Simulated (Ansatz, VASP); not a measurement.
# Mo3N: VASP beside Ansatz

```xyz
8
Lattice="5.2948 0.0000 0.0000 -2.6474 4.5854 0.0000 0.0000 0.0000 4.4888" Properties=species:S:1:pos:R:3 pbc="T T T"
Mo    2.6474    3.0727    1.1222
Mo   -1.3373    3.8290    3.3666
Mo    1.3101    0.7564    1.1222
Mo    0.0000    1.5127    3.3666
Mo    3.9847    0.7564    1.1222
Mo    1.3373    3.8290    3.3666
N     0.0000    3.0569    1.1222
N     2.6474    1.5285    3.3666
```

Alike in both runs: functional PBE; k mesh 6 × 6 × 4; occupations gaussian, width 0.1 eV; no spin polarisation.

Ansatz relaxed the structure, and its values are those at the end. VASP's run is a single point on that final structure, the one shown.

|  | VASP | Ansatz |
| --- | --- | --- |
| version | VASP 6.6.1 | Ansatz 0.2.0 |
| potentials or method | VASP PAW PBE potentials, release 64 (Mo_sv, N), cutoff 520 eV | scalar-relativistic, plane waves, PAW |
| valence electrons in the cell | 94 | 94 |

Ansatz gave:

* gap on the k mesh at the Fermi level (eV): none
* pressure (GPa): 0.1
* rms of the force components (eV/Å): 0.002

Question: Estimate VASP's values.

Answer: gap on the k mesh at the Fermi level (eV): none; pressure (GPa): 0.6; rms of the force components (eV/Å): 0.004.

A gap of «none» marks a metal or a gap that the smearing closes.
